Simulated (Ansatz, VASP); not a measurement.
Mo: VASP beside Ansatz

The input INCAR:

```
ALGO     = Normal         # electronic algorithm
EDIFF    = 1E-6           # SCF threshold, eV
ENCUT    = 520            # plane-wave cutoff, eV
GGA      = CA             # functional
ISIF     = 2              # what is computed and relaxed
ISMEAR   = -1             # smearing method
LASPH    = T              # aspherical terms in the spheres
LCHARG   = T              # write CHGCAR
LELF     = T              # ELF
LREAL    = F              # projectors in reciprocal space
LVHAR    = T            
LWAVE    = F              # write WAVECAR
NBANDS   = 21             # bands
NELM     = 100            # most SCF steps
PREC     = Accurate       # precision mode
SIGMA    = 0.05           # smearing width, eV
```

The input KPOINTS:

```
k-points
0
Gamma
  12 12 7
```

The input POSCAR:

```
Mo
1.0
    2.8252342238      0.0000000000      0.0000000000
   -1.4126171119      2.4467246095      0.0000000000
    0.0000000000      0.0000000000      4.5768794426
Mo
2
Direct
    0.3333333333      0.6666666667      0.2500000000
    0.6666666667      0.3333333333      0.7500000000
```

Input for Ansatz:

```yaml
crystal:
  lattice:
    - [2.8252342238, 0.0, 0.0]
    - [-1.4126171119, 2.4467246095, 0.0]
    - [0.0, 0.0, 4.5768794426]
  atoms:
    - { symbol: Mo, position: [0.3333333333, 0.6666666667, 0.25] }
    - { symbol: Mo, position: [0.6666666667, 0.3333333333, 0.75] }
kpoints:
  mp_grid: { grid: [12, 12, 7] }
scf:
  occupations: { method: fermi_dirac, width: 0.05 }
hamiltonian:
  xc: lda
  pseudopotentials: { kind: all_electron, lapw: { basis_error: 0.001 } }
output:
  forces: true
  stress: true
  eigenvalues: true
  populations: true
```

Alike in both runs: task single point; functional LDA; k mesh 12 × 12 × 7; occupations fermi-dirac, width 0.05 eV; no spin polarisation.

|  | VASP | Ansatz |
| --- | --- | --- |
| version | VASP 6.6.1 | Ansatz 0.2.0 |
| potentials or method | VASP PAW LDA potentials, release 64 (Mo_sv), cutoff 520 eV | all-electron LAPW, scalar-relativistic |

VASP gave:

| Quantity | Value |
| --- | --- |
| pressure (GPa) | -8.6 |
| traceless stress, the component that is largest in VASP (GPa) | 1.42 |

**Question.** Estimate Ansatz's values.

**Answer.** Pressure (GPa): -9.5; traceless stress, the component that is largest in VASP (GPa): 1.55.

LDA's correlation is that of Perdew and Zunger in VASP and of Perdew and Wang (1992) in Ansatz. Ansatz ran all-electron here, and VASP with PAW potentials.
